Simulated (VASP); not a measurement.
# Os (R-3m) in VASP: a series of runs, part 2 of 2

VASP 6.6.1. The steps go on from the part before.

### 4 Single point, r2SCAN

This run uses another cell than the first one, of 14.77 Å³/atom, 0.853 times its volume.

Contents of POSCAR:

```
Os
1.0
    1.6627916808      0.9600132245      3.0834478148
   -1.6627916808      0.9600132245      3.0834478148
    0.0000000000     -1.9200264490      3.0834478148
Os
2
Direct
    0.2275400000      0.2275400000      0.2275400000
    0.7724600000      0.7724600000      0.7724600000
```

Contents of INCAR.step1:

```
PREC = Accurate
ENCUT = 520
ISMEAR = 0
SIGMA = 0.1
LREAL = F
LASPH = T
NELM = 100
NBANDS = 15
GGA = PE
ALGO = Normal
EDIFF = 1E-4
LWAVE = T
LCHARG = F
```

Contents of INCAR.step2:

```
PREC = Accurate
ENCUT = 520
EDIFF = 1E-7
ISMEAR = 0
SIGMA = 0.1
LREAL = F
LASPH = T
NELM = 100
ALGO = Normal
ISIF = 2
LWAVE = F
LCHARG = F
METAGGA = R2SCAN
LMIXTAU = T
NBANDS = 15
ISTART = 1
```

Contents of KPOINTS:

```
regular mesh
0
Gamma
  6 6 6
```

Potentials or basis: VASP PAW PBE potentials, release 64 (Os).

Started as:

```sh
$ cat potpaw_PBE.64/Os/POTCAR > POTCAR
$ cp INCAR.step1 INCAR
$ mpirun -np 1 vasp_std > vasp.out
$ cp INCAR.step2 INCAR
$ mpirun -np 1 vasp_std > vasp.out
```

OUTCAR:

```text
PREC = Accurate
   ENCUT = 520
   EDIFF = 1E-7
   ISMEAR = 0
   LREAL = F
   LASPH = T
   NELM = 100
   ISIF = 2
   METAGGA = R2SCAN
   ISTART = 1

 ion  position               nearest neighbor table
   1  0.228  0.228  0.228-   2 2.23   2 2.23   2 2.23   2 2.74   2 2.74   2 2.74
   2  0.772  0.772  0.772-   1 2.23   1 2.23   1 2.23   1 2.74   1 2.74   1 2.74

  LATTYP: Found a trigonal (rhomboedric) cell.
 ALAT       =     3.6323755301
 COS(alpha) =     0.5808936906

  Lattice vectors:

 A1 = (   1.6627916808,   0.9600132245,   3.0834478148)
 A2 = (  -1.6627916808,   0.9600132245,   3.0834478148)
 A3 = (   0.0000000000,  -1.9200264490,   3.0834478148)

Analysis of symmetry for initial positions (statically):
=====================================================================
 Subroutine PRICEL returns:
 Original cell was already a primitive cell.

 Routine SETGRP: Setting up the symmetry group for a
 trigonal (rhombohedral) supercell.

 Subroutine GETGRP returns: Found 12 space group operations
 (whereof 12 operations were pure point group operations)
 out of a pool of 12 trial point group operations.

[... 166 lines left out ...]
 fundamental gap:      0.0506020624
 Fermi energy:         8.9944826061

 k-point     1 :       0.0000    0.0000    0.0000
  band No.  band energies     occupation
      1      -1.9686      2.00000
      2       1.6810      2.00000
      3       1.6810      2.00000
      4       2.0860      2.00000
      5       2.1637      2.00000
      6       2.1637      2.00000
      7       9.2560      0.00022
      8      11.7893      0.00000
      9      11.7893      0.00000
     10      14.2278      0.00000
     11      14.2278      0.00000
     12      19.1100      0.00000
     13      21.6684      0.00000
     14      23.9221      0.00000
[... 401 lines left out ...]
      2       2.3851      2.00000
      3       2.7608      2.00000
      4       3.9888      2.00000
      5       4.2982      2.00000
      6       7.2031      2.00000
      7       7.8537      2.00000
      8       8.2193      2.00000
      9       8.9431      1.53284
     10      10.9242      0.00000
     11      11.2450      0.00000
     12      13.7896      0.00000
     13      16.3402      0.00000
     14      17.3224      0.00000
     15      24.4187      0.00000

 [... further k-points ...]
[... 5 lines left out ...]
  --------------------------------------------------------------------------------------
  -------------------------------------------------------------------------------------
  Total       14.7033249     14.7033249      9.8841213      0.0000000      0.0000000      0.0000000
  in kB      797.6699361    797.6699361    536.2233676      0.0000000      0.0000000      0.0000000
  external PRESSURE =     710.5210799 kB  Pullay stress =       0.0000000 kB

 VOLUME and BASIS-vectors are now :
 -----------------------------------------------------------------------------
  energy-cutoff  :      520.00
  volume of cell :       29.53
      direct lattice vectors                 reciprocal lattice vectors
     1.662791681  0.960013225  3.083447815     0.300699123  0.173608720  0.108104094
    -1.662791681  0.960013225  3.083447815    -0.300699123  0.173608720  0.108104094
     0.000000000 -1.920026449  3.083447815     0.000000000 -0.347217439  0.108104094

 POSITION                                       TOTAL-FORCE (eV/Angst)
 -----------------------------------------------------------------------------------
      0.00000      0.00000      2.10482         0.000000      0.000000      3.496361
      0.00000      0.00000      7.14552         0.000000      0.000000     -3.496361
 -----------------------------------------------------------------------------------
    total drift:                               -0.000000      0.000000     -0.000000

  FREE ENERGIE OF THE ION-ELECTRON SYSTEM (eV)
  ---------------------------------------------------
  free  energy   TOTEN  =      -101.8265068767 eV

  energy  without entropy=     -101.8146309643  energy(sigma->0) =     -101.82056892
```

OUTCAR.step1:

```text
PREC = Accurate
   ENCUT = 520
   ISMEAR = 0
   LREAL = F
   LASPH = T
[... 653 lines left out ...]
 -----------------------------------------------------------------------------------
      0.00000      0.00000      2.10482         0.000000     -0.000000      4.171068
      0.00000      0.00000      7.14552         0.000000      0.000000     -4.171068
 -----------------------------------------------------------------------------------
    total drift:                               -0.000000      0.000000     -0.000000

  FREE ENERGIE OF THE ION-ELECTRON SYSTEM (eV)
  ---------------------------------------------------
  free  energy   TOTEN  =       -18.2042385643 eV

  energy  without entropy=      -18.1917911978  energy(sigma->0) =      -18.19801488
```

OSZICAR.step1:

```text
N       E                     dE             d eps       ncg     rms          rms(c)
DAV:   1     0.111771131682E+03    0.11177E+03   -0.74858E+03   960   0.102E+03
DAV:   2    -0.137311140232E+02   -0.12550E+03   -0.10904E+03   974   0.332E+02
DAV:   3    -0.189460553769E+02   -0.52149E+01   -0.50256E+01  1303   0.611E+01
DAV:   4    -0.189826425965E+02   -0.36587E-01   -0.36529E-01  1023   0.543E+00
DAV:   5    -0.189828402904E+02   -0.19769E-03   -0.19769E-03  1289   0.376E-01    0.234E+01
DAV:   6    -0.184240248017E+02    0.55882E+00   -0.30926E-01  1219   0.415E+00    0.128E+01
DAV:   7    -0.182093295727E+02    0.21470E+00   -0.31496E-01  1198   0.408E+00    0.105E+00
DAV:   8    -0.182045010055E+02    0.48286E-02   -0.21047E-02  1114   0.136E+00    0.104E-01
DAV:   9    -0.182042816943E+02    0.21931E-03   -0.31111E-04  1114   0.178E-01    0.307E-02
DAV:  10    -0.182042385643E+02    0.43130E-04   -0.16664E-05   522   0.517E-02
   1 F= -.18204239E+02 E0= -.18198015E+02  d E =-.124474E-01
```

It took 77 s on 1 thread of AMD EPYC 7R43 (Zen 3), shared host; peak memory 0.13 GiB.

What came out:

```
Free energy            : -101.8265 eV
Pressure               : 71.1 GPa
Largest force          : 3.496 eV/Å
Band gap on the k mesh : zero (band 8 reaches 11.79 eV, above the bottom of band 9 at 8.13 eV)
```

Forces in eV/Å, atoms in the order of the input:
```
Os   0.000  0.000  3.496
Os   0.000  0.000 -3.496
```

Caveat: the k points lie up to 0.38 Å⁻¹ apart; the PAW data sets were made with another functional, which shifts forces and pressure a little; spin-orbit coupling is left out, which moves the levels of the heavy elements.

### 5 Single point, r2SCAN

This run uses another cell than the first one: it holds 3 atoms, not 2.

Contents of POSCAR:

```
Os
1.0
    1.4327910480      0.8272222972      6.9245892307
   -1.4327910480      0.8272222972      6.9245892307
    0.0000000000     -1.6544445945      6.9245892307
Os
3
Direct
    0.0000000000      0.0000000000      0.0000000000
    0.2222200000      0.2222200000      0.2222200000
    0.7777800000      0.7777800000      0.7777800000
```

Contents of INCAR.step1:

```
PREC = Accurate ; ENCUT = 520
ISMEAR = 0 ; SIGMA = 0.1
LREAL = F ; LASPH = T
NELM = 100 ; NBANDS = 19
GGA = PE ; ALGO = Normal
EDIFF = 1E-4 ; LWAVE = T
LCHARG = F
```

Contents of INCAR.step2:

```
PREC = Accurate ; ENCUT = 520
EDIFF = 1E-6 ; ISMEAR = 0
SIGMA = 0.1 ; LREAL = F
LASPH = T ; NELM = 100
ALGO = Normal ; ISIF = 2
LWAVE = F ; LCHARG = F
METAGGA = R2SCAN ; LMIXTAU = T
NBANDS = 19 ; ISTART = 1
```

Contents of KPOINTS:

```
regular mesh
0
Gamma
  9 9 9
```

Potentials or basis: VASP PAW PBE potentials, release 64 (Os).

Started as:

```sh
$ cat potpaw_PBE.64/Os/POTCAR > POTCAR
$ cp INCAR.step1 INCAR
$ mpirun -np 1 vasp_std > vasp.out
$ cp INCAR.step2 INCAR
$ mpirun -np 1 vasp_std > vasp.out
```

OUTCAR:

```text
PREC = Accurate
   ENCUT = 520
   EDIFF = 1E-6
   ISMEAR = 0
   LREAL = F
   LASPH = T
   NELM = 100
   ISIF = 2
   METAGGA = R2SCAN
   ISTART = 1

 ion  position               nearest neighbor table
   1  0.000  0.000  0.000-   3 2.84   2 2.84   3 2.84   3 2.84   2 2.84   2 2.84
   2  0.222  0.222  0.222-   3 2.84   3 2.84   3 2.84   1 2.84   1 2.84   1 2.84
   3  0.778  0.778  0.778-   2 2.84   2 2.84   2 2.84   1 2.84   1 2.84   1 2.84

  LATTYP: Found a trigonal (rhomboedric) cell.
 ALAT       =     7.1194889515
 COS(alpha) =     0.9189975651

  Lattice vectors:

 A1 = (   1.4327910480,   0.8272222972,   6.9245892307)
 A2 = (  -1.4327910480,   0.8272222972,   6.9245892307)
 A3 = (   0.0000000000,  -1.6544445945,   6.9245892307)

Analysis of symmetry for initial positions (statically):
=====================================================================
 Subroutine PRICEL returns:
 Original cell was already a primitive cell.

 Routine SETGRP: Setting up the symmetry group for a
 trigonal (rhombohedral) supercell.

 Subroutine GETGRP returns: Found 12 space group operations
 (whereof 12 operations were pure point group operations)
 out of a pool of 12 trial point group operations.

The static configuration has the point symmetry D_3d.

Analysis of symmetry for dynamics (positions and initial velocities):
=====================================================================
 Subroutine PRICEL returns:
 Original cell was already a primitive cell.

 Routine SETGRP: Setting up the symmetry group for a
 trigonal (rhombohedral) supercell.

 Subroutine GETGRP returns: Found 12 space group operations
 (whereof 12 operations were pure point group operations)
 out of a pool of 12 trial point group operations.

The dynamic configuration has the point symmetry D_3d.
[... 110 lines left out ...]
   TEBEG  =    0.0;   TEEND  =   0.0 temperature during run
   PSTRESS=    0.0 pullay stress
   NELECT =      24.0000    total number of electrons
   NUPDOWN=      -1.0000    fix difference up-down
   EMIN   =  10.00;   EMAX   =-10.00  energy-range for DOS
   EFERMI =   0.00;   METHOD = LEGACY
   ISMEAR =     0;   SIGMA  =   0.10  broadening in eV -4-tet -1-fermi 0-gaus
   EFERMI_NEDOS =   21; number of points for ismear=-14 and -15
   IALGO  =     38    algorithm
   IMIX   =      4    mixing-type and parameters
     AMIX     =   0.40;   BMIX     =  1.00
     AMIX_MAG =   1.60;   BMIX_MAG =  1.00
  volume/ion in A,a.u.               =      16.41       110.77
  Fermi-wavevector in a.u.,A,eV,Ry     =   1.288334  2.434598 22.583010  1.659804
  Thomas-Fermi vector in A             =   2.420294
   LORBIT       =      0    0 simple, 1 ext, 2 COOP (PROOUT), +10 PAW based schemes
   METAGGA = R2SCAN    functional components
   LHFCALC =     F    Hartree Fock is set to
   AEXX    =    0.0000 exact exchange contribution
   IVDW    =     0    specifies the selected vdW correction
   LEPSILON=     F    determine dielectric tensor
   LRPA    =     F    only Hartree local field effects (RPA)
 non-spin polarized calculation
 Gauss-broadening in eV      SIGMA  =   0.10
  energy-cutoff  :      520.00
  volume of cell :       49.24
 maximum number of plane-waves:      1346
 NGX is ok and might be reduce to    54

 number of electron      23.9999999 magnetization

 Free energy of the ion-electron system (eV)
  ---------------------------------------------------
  ext. energy  EPLUGINS =         0.00000000
  ---------------------------------------------------
  free energy    TOTEN  =      -157.66754447 eV

  energy without entropy =     -157.65397404  energy(sigma->0) =     -157.66075926

 E-fermi :   7.1080     XC(G=0): -14.3464

 val. band max:        7.0921837713   @ k =  -0.1111   0.2222   0.1111
 cond. band min:       7.1094756393   @ k =   0.4444   0.3333   0.2222
 fundamental gap:      0.0172918680
 Fermi energy:         7.1079537391

 k-point     1 :       0.0000    0.0000    0.0000
  band No.  band energies     occupation
      1      -2.9793      2.00000
      2       0.0052      2.00000
      3       0.0174      2.00000
      4       4.2977      2.00000
      5       4.2977      2.00000
      6       4.5102      2.00000
[... 505 lines left out ...]
      6       3.4215      2.00000
[... 11 lines left out ...]
     18      12.4703      0.00000
     19      14.8600      0.00000

 [... further k-points ...]
[... 5 lines left out ...]
  --------------------------------------------------------------------------------------
  -------------------------------------------------------------------------------------
  Total      -13.3412114    -13.3412114    -15.4210918      0.0000000      0.0000000      0.0000000
  in kB     -434.0657207   -434.0657207   -501.7360958      0.0000000      0.0000000      0.0000000
  external PRESSURE =    -456.6225124 kB  Pullay stress =       0.0000000 kB

 VOLUME and BASIS-vectors are now :
 -----------------------------------------------------------------------------
  energy-cutoff  :      520.00
  volume of cell :       49.24
      direct lattice vectors                 reciprocal lattice vectors
     1.432791048  0.827222297  6.924589231     0.348969238  0.201477483  0.048137633
    -1.432791048  0.827222297  6.924589231    -0.348969238  0.201477483  0.048137633
     0.000000000 -1.654444594  6.924589231     0.000000000 -0.402954967  0.048137633

 POSITION                                       TOTAL-FORCE (eV/Angst)
 -----------------------------------------------------------------------------------
      0.00000      0.00000      0.00000         0.000000      0.000000      0.000000
      0.00000     -0.00000      4.61635         0.000000      0.000000     -0.650982
      0.00000     -0.00000     16.15742         0.000000     -0.000000      0.650982
 -----------------------------------------------------------------------------------
    total drift:                                0.000000     -0.000000      0.000000

  FREE ENERGIE OF THE ION-ELECTRON SYSTEM (eV)
  ---------------------------------------------------
  free  energy   TOTEN  =      -157.6675444713 eV

  energy  without entropy=     -157.6539740444  energy(sigma->0) =     -157.66075926
```

OUTCAR.step1:

```text
PREC = Accurate
   ENCUT = 520
   ISMEAR = 0
   LREAL = F
[... 755 lines left out ...]
      0.00000      0.00000      0.00000         0.000000      0.000000      0.000000
      0.00000     -0.00000      4.61635         0.000000      0.000000     -0.617660
      0.00000     -0.00000     16.15742         0.000000     -0.000000      0.617660
 -----------------------------------------------------------------------------------
    total drift:                                0.000000     -0.000000      0.000000

  FREE ENERGIE OF THE ION-ELECTRON SYSTEM (eV)
  ---------------------------------------------------
  free  energy   TOTEN  =       -32.6898903869 eV

  energy  without entropy=      -32.6757791328  energy(sigma->0) =      -32.68283476
```

It took 29 min on 1 thread of AMD EPYC 9R45 (Zen 5), shared host; peak memory 0.38 GiB.

What came out:

```yaml
Free_energy: -157.6675 eV
Pressure: -45.7 GPa
Largest_force: 0.651 eV/Å
Band_gap_on_the_k_mesh: zero (band 12 reaches 8.60 eV, above the bottom of band 13 at 5.79 eV)
```

Forces in eV/Å, atoms in the order of the input:
```
Os   0.000  0.000  0.000
Os   0.000  0.000 -0.651
Os   0.000  0.000  0.651
```

Levels at points of the mesh, in eV from the Fermi level:
| k point | band 10 | band 11 | band 12 | band 13 | band 14 | band 15 |
| --- | --- | --- | --- | --- | --- | --- |
| (0.00, 0.00, 0.00) | -2.54 | -2.23 | -2.23 | -0.89 | -0.89 | 0.69 |

Caveat: the PAW data sets were made with another functional, which shifts forces and pressure a little; spin-orbit coupling is left out, which moves the levels of the heavy elements.

### 6 Single point, r2SCAN

This run uses another cell than the first one: it holds 3 atoms, not 2.

Contents of POSCAR:

```
Os
1.0
    1.3664322886      0.7889100496      6.5152675583
   -1.3664322886      0.7889100496      6.5152675583
    0.0000000000     -1.5778200993      6.5152675582
Os
3
Direct
    0.0000000000      0.0000000000      0.0000000000
    0.2205986055      0.2205986055      0.2205986055
    0.7794013945      0.7794013945      0.7794013945
```

Contents of INCAR.step1:

```
PREC = Accurate ; ENCUT = 520
ISMEAR = 0 ; SIGMA = 0.1
LREAL = False ; LASPH = True
NELM = 100 ; NBANDS = 19
GGA = PE ; ALGO = Normal
EDIFF = 1E-4 ; LWAVE = True
LCHARG = False
```

Contents of INCAR.step2:

```
PREC = Accurate ; ENCUT = 520
EDIFF = 1E-6 ; ISMEAR = 0
SIGMA = 0.1 ; LREAL = False
LASPH = True ; NELM = 100
ALGO = Normal ; ISIF = 2
LWAVE = False ; LCHARG = False
METAGGA = R2SCAN ; LMIXTAU = True
NBANDS = 19 ; ISTART = 1
```

KPOINTS is that of step 5.

Potentials or basis: VASP PAW PBE potentials, release 64 (Os).

Started as:

```sh
$ cat potpaw_PBE.64/Os/POTCAR > POTCAR
$ cp INCAR.step1 INCAR
$ mpirun -np 1 vasp_std > vasp.out
$ cp INCAR.step2 INCAR
$ mpirun -np 1 vasp_std > vasp.out
```

OUTCAR:

```text
PREC = Accurate
   ENCUT = 520
   EDIFF = 1E-6
   ISMEAR = 0
   LREAL = False
   LASPH = True
   NELM = 100
   ISIF = 2
   METAGGA = R2SCAN
   ISTART = 1

 ion  position               nearest neighbor table
   1  0.000  0.000  0.000-   3 2.71   2 2.71   3 2.71   3 2.71   2 2.71   2 2.71
   2  0.221  0.221  0.221-   3 2.63   3 2.63   3 2.63   1 2.71   1 2.71   1 2.71
   3  0.779  0.779  0.779-   2 2.63   2 2.63   2 2.63   1 2.71   1 2.71   1 2.71

  LATTYP: Found a trigonal (rhomboedric) cell.
 ALAT       =     6.7035981101
[... 199 lines left out ...]
      6       5.9974      2.00000
[... 505 lines left out ...]
      6       4.9117      2.00000
[... 11 lines left out ...]
     18      15.8210      0.00000
     19      18.6126      0.00000

 [... further k-points ...]
[... 5 lines left out ...]
  --------------------------------------------------------------------------------------
  -------------------------------------------------------------------------------------
  Total        0.2521734      0.2521734      0.2729565      0.0000000      0.0000000      0.0000000
  in kB        9.5876197      9.5876197     10.3777909      0.0000000      0.0000000      0.0000000
  external PRESSURE =       9.8510101 kB  Pullay stress =       0.0000000 kB

 VOLUME and BASIS-vectors are now :
 -----------------------------------------------------------------------------
  energy-cutoff  :      520.00
  volume of cell :       42.14
      direct lattice vectors                 reciprocal lattice vectors
     1.366432289  0.788910050  6.515267558     0.365916412  0.211261939  0.051161879
    -1.366432289  0.788910050  6.515267558    -0.365916412  0.211261939  0.051161879
     0.000000000 -1.577820099  6.515267558     0.000000000 -0.422523878  0.051161879

 POSITION                                       TOTAL-FORCE (eV/Angst)
 -----------------------------------------------------------------------------------
      0.00000      0.00000      0.00000         0.000000     -0.000000     -0.000000
      0.00000     -0.00000      4.31178        -0.000000     -0.000000      0.007240
      0.00000     -0.00000     15.23403        -0.000000      0.000000     -0.007240
 -----------------------------------------------------------------------------------
    total drift:                               -0.000000      0.000000     -0.000000

  FREE ENERGIE OF THE ION-ELECTRON SYSTEM (eV)
  ---------------------------------------------------
  free  energy   TOTEN  =      -158.8718501252 eV

  energy  without entropy=     -158.8619394086  energy(sigma->0) =     -158.86689477
```

It took 22 min on 1 thread of AMD EPYC 9R45 (Zen 5), shared host; peak memory 0.38 GiB.

Results:

* Free energy: -158.8719 eV
* Pressure: 1.0 GPa
* Largest force: 0.007 eV/Å
* Band gap on the k mesh: zero (band 12 reaches 11.23 eV, above the bottom of band 13 at 7.56 eV)

Forces on the atoms (eV/Å):
```
Os   0.000  0.000  0.000
Os   0.000  0.000  0.007
Os   0.000  0.000 -0.007
```

Caveat: the PAW data sets were made with another functional, which shifts forces and pressure a little; spin-orbit coupling is left out, which moves the levels of the heavy elements.

### 7 The runs side by side

```csv
task,cell,k mesh,cutoff (eV),gap on the mesh (eV),pressure (GPa),largest force (eV/Å)
single point,"a = 3.514 Å, angles 65.9°, 2 atoms",6 × 6 × 6,520,none,-0.9,0.12
relaxation of cell and atoms,"relaxed from a = 3.632 Å, angles 54.5°, 2 atoms",6 × 6 × 6,600,none,0.2,0.03
single point,"a = 3.632 Å, angles 54.5°, 2 atoms",6 × 6 × 6,520,none,71.1,3.50
single point,"a = 7.119 Å, angles 23.2°, 3 atoms",9 × 9 × 9,520,none,-45.7,0.65
single point,"a = 6.704 Å, angles 23.5°, 3 atoms",9 × 9 × 9,520,none,1.0,0.01
```

Alike in all rows: level r2SCAN; potentials or basis VASP PAW PBE potentials, release 64 (Os); no spin polarisation; smearing gaussian 0.1 eV.

Caveats: some runs use coarse meshes; the PAW data sets were made with another functional, which shifts forces and pressure a little; spin-orbit coupling is left out, which moves the levels of the heavy elements; the volume moved by over 15 % at a fixed basis, so the end points are rough (some runs).

Absolute energies hang on the potentials; compare differences alone.
